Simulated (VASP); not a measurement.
# GaReSi (P4/nmm) in VASP: a series of runs

The runs below take GaReSi through relaxation of cell and atoms, with LDA.

Everything below comes from runs of VASP 6.6.1. Logs are shortened: lines on timing, memory, paths and dates and some standing lists are left out, and cuts for length are marked.

**1. The cell of the first run**

It takes space group P4/nmm (No. 129, tetragonal). The conventional cell has a = 3.210 Å, b = 3.210 Å, c = 8.115 Å, α = 90.00°, β = 90.00°, γ = 90.00°. Ga (site symmetry 4mm) has 8 Ga at 2.67 to 3.21 Å and 1 Si at 2.67 Å and 5 Re at 2.72 to 2.90 Å within 3.5 Å. Si (site symmetry 4mm) has 5 Re at 2.54 to 2.55 Å and 8 Si at 2.65 to 3.21 Å and 1 Ga at 2.67 Å within 3.4 Å. Within 3.4 Å of Re (site symmetry 4mm) lie 5 Si at 2.54 to 2.55 Å and 5 Ga at 2.72 to 2.90 Å and 4 Re at 3.21 Å.

**2. Relaxation of cell and atoms, LDA**

INCAR reads:

```
PREC = Accurate
ENCUT = 600
EDIFF = 1E-6
ISMEAR = 0
SIGMA = 0.01
LREAL = F
LASPH = T
NELM = 100
ALGO = Normal
ISIF = 3
LWAVE = F
LCHARG = F
IBRION = 2
NSW = 70
EDIFFG = -0.005
```

KPOINTS reads:

```
Automatic mesh
0
Gamma
  12 12 6
```

POSCAR reads:

```
GaReSi
1.0
    3.2103103542      0.0000000000      0.0000000000
    0.0000000000      3.2103103542      0.0000000000
    0.0000000000      0.0000000000      8.1154343491
Ga Si Re
2 2 2
Direct
    0.5000000000      0.0000000000      0.9136582377
    0.0000000000      0.5000000000      0.0863417623
    0.0000000000      0.5000000000      0.4155231367
    0.5000000000      0.0000000000      0.5844768633
    0.0000000000      0.5000000000      0.7287746583
    0.5000000000      0.0000000000      0.2712253417
```

Potentials or basis: VASP PAW LDA potentials, release 64 (Ga_d, Si, Re).

Command:

```
cat potpaw_LDA.64/Ga_d/POTCAR potpaw_LDA.64/Si/POTCAR potpaw_LDA.64/Re/POTCAR > POTCAR
mpirun -np 1 vasp_std > vasp.out
```

OUTCAR:

```text
PREC = Accurate
   ENCUT = 600
   EDIFF = 1E-6
   ISMEAR = 0
   LREAL = F
   LASPH = T
   NELM = 100
   ISIF = 3
   IBRION = 2
   NSW = 70
   EDIFFG = -0.005

 ion  position               nearest neighbor table
   1  0.500  0.000  0.914-   2 2.67   2 2.67   2 2.67   2 2.67   4 2.67   5 2.72   5 2.72   5 2.72
                             5 2.72   6 2.90
   2  0.000  0.500  0.086-   1 2.67   1 2.67   1 2.67   1 2.67   3 2.67   6 2.72   6 2.72   6 2.72
                             6 2.72   5 2.90
   3  0.000  0.500  0.416-   5 2.54   6 2.55   6 2.55   6 2.55   6 2.55   4 2.65   4 2.65   4 2.65
                             4 2.65   2 2.67
   4  0.500  0.000  0.584-   6 2.54   5 2.55   5 2.55   5 2.55   5 2.55   3 2.65   3 2.65   3 2.65
                             3 2.65   1 2.67
   5  0.000  0.500  0.729-   3 2.54   4 2.55   4 2.55   4 2.55   4 2.55   1 2.72   1 2.72   1 2.72
                             1 2.72   2 2.90
   6  0.500  0.000  0.271-   4 2.54   3 2.55   3 2.55   3 2.55   3 2.55   2 2.72   2 2.72   2 2.72
                             2 2.72   1 2.90

  LATTYP: Found a simple tetragonal cell.
 ALAT       =     3.2103103542
 C/A-ratio  =     2.5279282853

  Lattice vectors:

 A1 = (   3.2103103542,   0.0000000000,   0.0000000000)
 A2 = (   0.0000000000,   3.2103103542,   0.0000000000)
 A3 = (   0.0000000000,   0.0000000000,   8.1154343491)

Analysis of symmetry for initial positions (statically):
=====================================================================
 Subroutine PRICEL returns:
 Original cell was already a primitive cell.

 Routine SETGRP: Setting up the symmetry group for a
 simple tetragonal supercell.

 Subroutine GETGRP returns: Found 16 space group operations
 (whereof  8 operations were pure point group operations)
 out of a pool of 16 trial point group operations.

The static configuration has the point symmetry D_2d.
 The point group associated with its full space group is D_4h.

Analysis of symmetry for dynamics (positions and initial velocities):
=====================================================================
 Subroutine PRICEL returns:
 Original cell was already a primitive cell.

 Routine SETGRP: Setting up the symmetry group for a
 simple tetragonal supercell.

 Subroutine GETGRP returns: Found 16 space group operations
 (whereof  8 operations were pure point group operations)
 out of a pool of 16 trial point group operations.

The dynamic configuration has the point symmetry D_2d.
 The point group associated with its full space group is D_4h.

 Subroutine INISYM returns: Found 16 space group operations
 (whereof  8 operations are pure point group operations),
 and found     1 'primitive' translations

----------------------------------------------------------------------------------------

                                     Primitive cell

  volume of cell :      83.6384

  direct lattice vectors                    reciprocal lattice vectors
     3.210310354  0.000000000  0.000000000     0.311496363  0.000000000  0.000000000
     0.000000000  3.210310354  0.000000000     0.000000000  0.311496363  0.000000000
     0.000000000  0.000000000  8.115434349     0.000000000  0.000000000  0.123221994

  length of vectors
     3.210310354  3.210310354  8.115434349     0.311496363  0.311496363  0.123221994

  position of ions in fractional coordinates (direct lattice)
     0.500000000  0.000000000  0.913658238
     0.000000000  0.500000000  0.086341762
     0.000000000  0.500000000  0.415523137
     0.500000000  0.000000000  0.584476863
     0.000000000  0.500000000  0.728774658
     0.500000000  0.000000000  0.271225342

  ion indices of the primitive-cell ions
   primitive index   ion index
                 1           1
                 2           2
                 3           3
                 4           4
                 5           5
                 6           6

----------------------------------------------------------------------------------------

 KPOINTS: Automatic mesh

Automatic generation of k-mesh.
 Grid dimensions read from file:
 generate k-points for:   12   12    6

 Generating k-lattice:

  Cartesian coordinates                     Fractional coordinates (reciprocal lattice)
     0.025958030  0.000000000  0.000000000     0.083333333  0.000000000  0.000000000
     0.000000000  0.025958030  0.000000000     0.000000000  0.083333333  0.000000000
     0.000000000  0.000000000  0.020536999     0.000000000  0.000000000  0.166666667

  Length of vectors
     0.025958030  0.025958030  0.020536999

  Shift w.r.t. Gamma in fractional coordinates (k-lattice)
     0.000000000  0.000000000  0.000000000

 Subroutine IBZKPT returns following result:
 ===========================================

 Found    112 irreducible k-points:

 Following reciprocal coordinates:
            Coordinates               Weight
  0.000000  0.000000  0.000000      1.000000
  0.083333  0.000000  0.000000      4.000000
  0.166667  0.000000  0.000000      4.000000
  0.250000  0.000000  0.000000      4.000000
  0.333333  0.000000  0.000000      4.000000
  0.416667  0.000000  0.000000      4.000000
[... 16 lines left out ...]
  0.333333  0.333333  0.000000      4.000000
  0.416667  0.333333  0.000000      8.000000
 [... further k-points ...]
   k-points           NKPTS =    112   k-points in BZ     NKDIM =    112   number of bands    NBANDS=     28
   number of dos      NEDOS =    301   number of ions     NIONS =      6
   total plane-waves  NPLWV =  54880
   dimension x,y,z NGX =    28 NGY =   28 NGZ =   70
   dimension x,y,z NGXF=    56 NGYF=   56 NGZF=  140
   ions per type =               2   2   2
   NGX,Y,Z   is equivalent  to a cutoff of  14.50, 14.50, 14.34 a.u.
   NGXF,Y,Z  is equivalent  to a cutoff of  29.00, 29.00, 28.68 a.u.
 SYSTEM =  unknown system
   PREC   = accura    normal or accurate (medium, high low for compatibility)
   ISTART =      0    job   : 0-new  1-cont  2-samecut
   ICHARG =      2    charge: 1-file 2-atom 10-const
   ISPIN  =      1    spin polarized calculation?
   LNONCOLLINEAR =      F non collinear calculations
   LSORBIT =      F    spin-orbit coupling
   LASPH  =      T    aspherical Exc in radial PAW
   ENCUT  =  600.0 eV  44.10 Ry    6.64 a.u.   6.41  6.41 16.21*2*pi/ulx,y,z
   NELM   =    100;   NELMIN=  2; NELMDL= -5     # of ELM steps
   EDIFF  = 0.1E-05   stopping-criterion for ELM
   LREAL  =      F    real-space projection
   EDIFFG = -.5E-02   stopping-criterion for IOM
   NSW    =     70    number of steps for IOM
   IBRION =      2    ionic relax: 0-MD 1-quasi-New 2-CG
   NFREE  =      1    steps in history (QN), initial steepest desc. (CG)
   ISIF   =      3    stress and relaxation
   ISYM   =      2    0-nonsym 1-usesym 2-fastsym
   POTIM  = 0.5000    time-step for ionic-motion
   TEBEG  =    0.0;   TEEND  =   0.0 temperature during run
   PSTRESS=    0.0 pullay stress
   NELECT =      48.0000    total number of electrons
   NUPDOWN=      -1.0000    fix difference up-down
   EMIN   =  10.00;   EMAX   =-10.00  energy-range for DOS
   EFERMI =   0.00;   METHOD = LEGACY
   ISMEAR =     0;   SIGMA  =   0.01  broadening in eV -4-tet -1-fermi 0-gaus
   EFERMI_NEDOS =   21; number of points for ismear=-14 and -15
   IALGO  =     38    algorithm
   IMIX   =      4    mixing-type and parameters
     AMIX     =   0.40;   BMIX     =  1.00
     AMIX_MAG =   1.60;   BMIX_MAG =  1.00
  volume/ion in A,a.u.               =      13.94        94.07
  Fermi-wavevector in a.u.,A,eV,Ry     =   1.360463  2.570902 25.182462  1.850859
  Thomas-Fermi vector in A             =   2.487123
   LORBIT       =      0    0 simple, 1 ext, 2 COOP (PROOUT), +10 PAW based schemes
   GGA     = CA    functional components
   LHFCALC =     F    Hartree Fock is set to
   AEXX    =    0.0000 exact exchange contribution
   IVDW    =     0    specifies the selected vdW correction
   LEPSILON=     F    determine dielectric tensor
   LRPA    =     F    only Hartree local field effects (RPA)
 conjugate gradient relaxation of ions
 non-spin polarized calculation
 Gauss-broadening in eV      SIGMA  =   0.01
  energy-cutoff  :      600.00
  volume of cell :       83.64
 maximum number of plane-waves:      2819
 NGX is ok and might be reduce to    28
   NGX = 13   NGY = 13   NGZ = 33

--------------------------------------- Ionic step        1  -------------------------------------------

 number of electron      47.9999999 magnetization

 Free energy of the ion-electron system (eV)
  ---------------------------------------------------
  ext. energy  EPLUGINS =         0.00000000
  ---------------------------------------------------
  free energy    TOTEN  =       -48.83216244 eV

  energy without entropy =      -48.83216244  energy(sigma->0) =      -48.83216244

------------------------ aborting loop because EDIFF is reached ----------------------------------------

  FORCE on cell =-STRESS in cart. coord.  units (eV):
  Direction    XX          YY          ZZ          XY          YZ          ZX
  --------------------------------------------------------------------------------------
  -------------------------------------------------------------------------------------
  Total       -4.7784485     -4.7784485     -5.0990484      0.0000000      0.0000000      0.0000000
  in kB      -91.5359478    -91.5359478    -97.6773593      0.0000000      0.0000000      0.0000000
  external PRESSURE =     -93.5830849 kB  Pullay stress =       0.0000000 kB
[... 27 lines left out ...]
--------------------------------------- Ionic step        2  -------------------------------------------

 number of electron      47.9999992 magnetization

 E-fermi :  10.7526     XC(G=0): -13.4791

 val. band max:       10.7117437824   @ k =   0.0000   0.0000   0.5000
 cond. band min:      10.9113964837   @ k =   0.2500   0.0000   0.0000
 fundamental gap:      0.1996527013
 Fermi energy:        10.7526129416

 k-point     1 :       0.0000    0.0000    0.0000
  band No.  band energies     occupation
      1      -4.8557      2.00000
      2      -4.7661      2.00000
      3      -4.6553      2.00000
      4      -4.6037      2.00000
      5      -4.6037      2.00000
      6      -4.4542      2.00000
[... 808 lines left out ...]
  FREE ENERGIE OF THE ION-ELECTRON SYSTEM (eV)
  ---------------------------------------------------
  free  energy   TOTEN  =       -48.9384789017 eV

  energy  without entropy=      -48.9384789017  energy(sigma->0) =      -48.93847890

[... ionic steps 4 to 9 ...]

--------------------------------------- Ionic step       10  -------------------------------------------

 number of electron      48.0000010 magnetization

------------------------ aborting loop because EDIFF is reached ----------------------------------------
[... 75 lines left out ...]
--------------------------------------- Ionic step       12  -------------------------------------------

 number of electron      48.0000010 magnetization

 Free energy of the ion-electron system (eV)
  ---------------------------------------------------
  ext. energy  EPLUGINS =         0.00000000
  ---------------------------------------------------
  free energy    TOTEN  =       -48.94525352 eV

  energy without entropy =      -48.94525352  energy(sigma->0) =      -48.94525352

 E-fermi :   9.7672     XC(G=0): -13.0866

 val. band max:        9.6830863697   @ k =   0.0000   0.0000   0.5000
 cond. band min:       9.8526204612   @ k =   0.2500   0.0000   0.0000
 fundamental gap:      0.1695340915
 Fermi energy:         9.7672359754

 k-point     1 :       0.0000    0.0000    0.0000
  band No.  band energies     occupation
      1      -5.6863      2.00000
      2      -5.5955      2.00000
      3      -5.5366      2.00000
      4      -5.4728      2.00000
      5      -5.4728      2.00000
      6      -5.3235      2.00000
[... 768 lines left out ...]
  FREE ENERGIE OF THE ION-ELECTRON SYSTEM (eV)
  ---------------------------------------------------
  free  energy   TOTEN  =       -48.9452535174 eV

  energy  without entropy=      -48.9452535174  energy(sigma->0) =      -48.94525352

 reached required accuracy - stopping structural energy minimisation
```

It took 15 min on 1 thread of Intel Xeon 6975P-C (Granite Rapids), shared host; peak memory 0.44 GiB.

Results:

* Free energy: -48.9453 eV
* Relaxed volume: 13.33 Å³/atom
* Relaxed cell: a = 3.166 Å, b = 3.166 Å, c = 7.977 Å, α = 90.00°, β = 90.00°, γ = 90.00°
* Space group after relaxing (to 0.05 Å): P4/nmm (No. 129)
* Energy gained by relaxing: 18.8 meV/atom
* Ionic steps: 12
* Pressure after relaxing: 0.0 GPa
* Band gap on the k mesh: 0.17 eV, indirect (least direct gap 0.86 eV)

The path:
| step | energy change (eV) | largest force (eV/Å) | pressure (GPa) | volume (Å³) |
| --- | --- | --- | --- | --- |
| 1 | 0.0000 | 0.1338 | -9.36 | 83.64 |
| 2 | 0.2895 | 0.9780 | 22.61 | 74.16 |
| 3 | -0.1063 | 0.3128 | -0.28 | 80.24 |
| 4 | -0.1064 | 0.3201 | -0.02 | 80.16 |
| 5 | -0.1112 | 0.0731 | 0.09 | 79.98 |
| 6 | -0.1112 | 0.0761 | 0.00 | 79.99 |
| 7 | -0.1127 | 0.0557 | 0.13 | 79.95 |
| 8 | -0.1128 | 0.0453 | 0.14 | 79.92 |
| 9 | -0.1130 | 0.0150 | -0.26 | 80.04 |
| 10 | -0.1130 | 0.0169 | -0.12 | 80.01 |
| 11 | -0.1131 | 0.0098 | 0.12 | 79.92 |
| 12 | -0.1131 | 0.0010 | 0.01 | 79.96 |

Final structure:
```xyz
6
Lattice="3.1660 0.0000 0.0000 0.0000 3.1660 0.0000 0.0000 0.0000 7.9767" Properties=species:S:1:pos:R:3 pbc="T T T"
Ga    1.5830    0.0000    7.3001
Ga    0.0000    1.5830    0.6765
Si    0.0000    1.5830    3.3087
Si    1.5830    0.0000    4.6679
Re    0.0000    1.5830    5.8312
Re    1.5830    0.0000    2.1454
```

Caveat: spin-orbit coupling is left out, which moves the levels of the heavy elements. A k mesh can miss the band edges.

**3. Relaxation of cell and atoms, LDA**

INCAR reads:

```
SYSTEM = GaReSi
PREC     = Accurate       ! precision mode
ENCUT    = 600            ! plane-wave cutoff, eV
EDIFF    = 1E-7           ! SCF threshold, eV
ISMEAR   = 0              ! smearing method
SIGMA    = 0.01           ! smearing width, eV
LREAL    = .FALSE.        ! projectors in reciprocal space
LASPH    = .TRUE.         ! aspherical terms in the spheres
NELM     = 100            ! most SCF steps
ALGO     = Normal         ! electronic algorithm
ISIF     = 3              ! what is computed and relaxed
LWAVE    = .FALSE.        ! write WAVECAR
LCHARG   = .FALSE.        ! write CHGCAR
GGA      = CA             ! functional
IBRION   = 2              ! ionic algorithm
NSW      = 70             ! ionic steps
EDIFFG   = -0.005         ! ionic threshold
```

KPOINTS reads:

```
Automatic mesh
0
G
  12 12 6
  0 0 0
```

POSCAR is that of step 2.

Potentials or basis: VASP PAW LDA potentials, release 64 (Ga_d, Si, Re).

Command:

```
cat potpaw_LDA.64/Ga_d/POTCAR potpaw_LDA.64/Si/POTCAR potpaw_LDA.64/Re/POTCAR > POTCAR
mpirun -np 1 vasp_std > vasp.out
```

Wall time 28 min (1 thread of Intel Xeon Platinum 8488C (Sapphire Rapids), shared host); peak memory 0.46 GiB.

It converged, with:

```yaml
Free_energy: -48.9453 eV
Relaxed_volume: 13.33 Å³/atom
Relaxed_cell: a = 3.166 Å, b = 3.166 Å, c = 7.977 Å, α = 90.00°, β = 90.00°, γ = 90.00°
Space_group_after_relaxing_to_0.05_Å: P4/nmm (No. 129)
Energy_gained_by_relaxing: 18.8 meV/atom
Ionic_steps: 13
Pressure_after_relaxing: 0.0 GPa
Band_gap_on_the_k_mesh: 0.17 eV, indirect (least direct gap 0.86 eV)
```

Step by step:
| step | energy change (eV) | largest force (eV/Å) | pressure (GPa) | volume (Å³) |
| --- | --- | --- | --- | --- |
| 1 | 0.0000 | 0.1338 | -9.39 | 83.64 |
| 2 | 0.2934 | 0.9809 | 22.68 | 74.14 |
| 3 | -0.1063 | 0.3122 | -0.28 | 80.24 |
| 4 | -0.1064 | 0.3197 | -0.08 | 80.17 |
| 5 | -0.1063 | 0.3264 | 0.13 | 80.10 |
| 6 | -0.1112 | 0.0760 | 0.25 | 79.91 |
| 7 | -0.1112 | 0.0778 | 0.24 | 79.92 |
| 8 | -0.1125 | 0.0506 | -0.33 | 80.08 |
| 9 | -0.1126 | 0.0447 | -0.45 | 80.12 |
| 10 | -0.1127 | 0.0213 | 0.41 | 79.84 |
| 11 | -0.1130 | 0.0294 | 0.01 | 79.96 |
| 12 | -0.1130 | 0.0286 | 0.06 | 79.95 |
| 13 | -0.1131 | 0.0013 | 0.04 | 79.95 |

Final structure:
```xyz
6
Lattice="3.1659 0.0000 0.0000 0.0000 3.1659 0.0000 0.0000 0.0000 7.9769" Properties=species:S:1:pos:R:3 pbc="T T T"
Ga    1.5829    0.0000    7.3004
Ga    0.0000    1.5829    0.6765
Si    0.0000    1.5829    3.3088
Si    1.5829    0.0000    4.6681
Re    0.0000    1.5829    5.8315
Re    1.5829    0.0000    2.1454
```

Levels at points of the mesh, in eV from the valence-band top:
```
           k point  band 20  band 21  band 22  band 23  band 24  band 25  band 26  band 27  band 28
(0.00, 0.00, 0.00)    -2.21    -0.96    -0.96    -0.11     0.00     0.86     0.86     3.44     4.18
(0.50, 0.00, 0.00)    -2.83    -2.45    -2.45    -0.90    -0.90     1.55     1.55     3.06     3.06
(0.50, 0.50, 0.00)    -3.39    -3.36    -3.36    -0.86    -0.86     1.80     1.80     2.38     2.38
(0.00, 0.00, 0.50)    -2.06    -1.50    -1.50    -0.11     0.00     1.88     2.42     2.42     2.62
(0.50, 0.00, 0.50)    -2.98    -2.85    -2.85    -0.82    -0.82     1.70     1.70     3.78     3.78
(0.50, 0.50, 0.50)    -2.48    -1.76    -1.76    -1.55    -1.55     0.55     0.55     1.80     1.80
```

Caveat: spin-orbit coupling is left out, which moves the levels of the heavy elements.
